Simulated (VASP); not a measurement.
Write the native input for VASP 6.6.1 that does the following.

```yaml
Task: single point
Functional: PBE
Potentials_or_basis: VASP PAW PBE potentials, release 64 (Si, O)
Cutoff: 520 eV
k_mesh: 2 × 2 × 3
Occupations: fermi-dirac, width 0.05 eV
Spin: collinear spin, zero start
Starting_moments: "[0.0, 0.0, 0.0, 0.0, 0.0, 0.0, 0.0, 0.0, 0.0, 0.0, 0.0, 0.0, 0.0, 0.0, 0.0, 0.0, 0.0, 0.0, 0.0, 0.0, 0.0, 0.0, 0.0, 0.0, 0.0] μB"
Dipole_correction: no
Further_INCAR_settings: LREAL = Auto; ALGO = Normal; EDIFF = 1e-07; NBANDS = 89
```

The structure of Si8O17 (a cell with a defect) lies in POSCAR:

```
Si8O17
1.0
   -4.1797000000     -4.1797000000      0.0000000000
    4.1797000000     -4.1797000000      0.0000000000
    0.0000000000      0.0000000000      5.3338000000
Si O
8 17
Direct
    0.4961141948      0.5238283848      0.0022803630
   -0.0002270498      0.5012565495      0.2539769020
    0.4927213676      0.5252064741      0.5026380817
    0.0012546355      0.5012646841      0.7504083393
    0.0290376104     -0.0089663134      0.0013534441
    0.4857739790      0.0303845970      0.2653055983
   -0.0018835084      0.0011076154      0.5030269226
    0.4901393641      0.0303578008      0.7472867374
    0.1928545111      0.4989231285      0.0031517867
   -0.0070721583      0.1915121899      0.2496098466
    0.8050855325      0.5069313587      0.0019689527
    0.0362365720      0.8027796253      0.2668643369
    0.1917162715      0.4875736297      0.5011305261
   -0.0069848314      0.1924103405      0.7556396940
    0.8021734814      0.5138724071      0.5028953092
    0.0450800297      0.8001122090      0.7360433462
    0.7701484556     -0.1158462330     -0.0187534216
    0.4901094576      0.7211427854      0.2531924707
    0.3057662033      0.0218199871      0.0040267727
    0.4935914061      0.3338459698      0.2578758109
    0.6914100294      0.0120880685      0.5050716187
    0.4840526832      0.7185013278      0.7507551839
    0.3027115582      0.0329393258      0.5053924032
    0.4946382515      0.3323885686      0.7477867562
    0.6581735531      0.0911508003      1.0129988001
```

One way to write it, as run:

INCAR

```
SYSTEM = Si8O17
ALGO = Normal
EDIFF = 1E-7
ENCUT = 520
GGA = PE
ISIF = 2
ISMEAR = -1
ISPIN = 2
LASPH = .True.
LCHARG = .False.
LORBIT = 11
LREAL = Auto
LWAVE = .False.
MAGMOM = 0 0 0 0 0 0 0 0 0 0 0 0 0 0 0 0 0 0 0 0 0 0 0 0 0
NBANDS = 89
NELM = 150
PREC = Accurate
SIGMA = 0.05
```

KPOINTS

```
k-points
0
Gamma
  2 2 3
  0 0 0
```

Potentials or basis: VASP PAW PBE potentials, release 64 (Si, O).

The run is started by

```sh
$ cat potpaw_PBE.64/Si/POTCAR potpaw_PBE.64/O/POTCAR > POTCAR
$ mpirun -np 1 vasp_std > vasp.out
```

It gave:

| Property | Result |
| --- | --- |
| Pressure | 26.4 GPa |
| Largest force | 0.325 eV/Å |
| Band gap on the k mesh | 4.90 eV |
| Net moment | 0.00 μB per cell |
| Valence electrons inside the program's atomic spheres | Si 1.45, 1.47, 1.49, 1.57, 1.52, 1.48 (each value once); O 5.25, 5.23, 5.22, 5.26, 5.27, 5.15, 5.33, 5.31, 5.19 (each value once) |

Caveat: the k points lie up to 0.53 Å⁻¹ apart.

It took 13 min on 1 thread of AMD EPYC 7R13 (shared host), peak memory 0.41 GiB.
